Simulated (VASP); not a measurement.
A run of VASP 6.6.1 is set up as follows.

INCAR

```
SYSTEM = B
PREC = Accurate
ENCUT = 520
EDIFF = 1E-6
ISMEAR = -1
SIGMA = 0.1
LREAL = .FALSE.
LASPH = .TRUE.
NELM = 80
ALGO = Normal
ISIF = 2
LWAVE = .FALSE.
LCHARG = .FALSE.
GGA = RP
NBANDS = 8
```

KPOINTS

```
regular mesh
0
G
  31 31 31
  0 0 0
```

Contents of POSCAR:

```
B
1.0
   -1.2053974582      1.2053974582      1.2053974582
    1.2053974582     -1.2053974582      1.2053974582
    1.2053974582      1.2053974582     -1.2053974582
B
1
Direct
    0.0000000000      0.0000000000      0.0000000000
```

Potentials or basis: VASP PAW PBE potentials, release 64 (B).

Run with:

```console
$ cat potpaw_PBE.64/B/POTCAR > POTCAR
$ mpirun -np 1 vasp_std > vasp.out
```

Q: Predict the band gap on the k mesh.

A: Zero (an odd number of electrons rules out a gap without spin polarisation).

Q: Estimate the pressure.

A: -18.8 GPa.

Caveat: the cell stands under tension; the PAW data sets were made with another functional, which shifts forces and pressure a little.
